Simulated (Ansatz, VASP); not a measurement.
LiF2: VASP beside Ansatz

```
CELL_PARAMETERS angstrom
3.33734 0.00000 0.00000
-1.66867 2.89022 0.00000
0.00000 0.00000 3.78557
ATOMIC_POSITIONS crystal
Li 0.33333 0.66667 0.50000
F 0.33333 0.66667 0.00000
F 0.66667 0.33333 0.50000
```

Change from the starting cell: ordered vacancies on the cation sites of wurtzite (P3m1, No. 156).

Alike in both runs: task relaxation of cell and atoms; functional PBE; k mesh 15 × 15 × 12; occupations gaussian, width 0.1 eV; no spin polarisation.

```csv
,VASP,Ansatz
version,VASP 6.6.1,Ansatz 0.2.0
potentials or method,"VASP PAW PBE potentials, release 64 (Li_sv, F), cutoff 600 eV","scalar-relativistic, plane waves, PAW"
valence electrons in the cell,17,17
```

VASP gave:

```
gap on the k mesh at the Fermi level, each at its own relaxed structure (eV) : none
relaxed volume (Å³/atom)                                                     : 12.03
relaxed cell length with the largest relative difference (Å)                 : 3.327
```

Which values does Ansatz return?

gap on the k mesh at the Fermi level, each at its own relaxed structure (eV): none; relaxed volume (Å³/atom): 12.19; relaxed cell length with the largest relative difference (Å): 3.343.

A gap of «none» marks a metal or a gap that the smearing closes.

Noted on VASP's run: the cutoff is short for stress, so the pressure is rough.
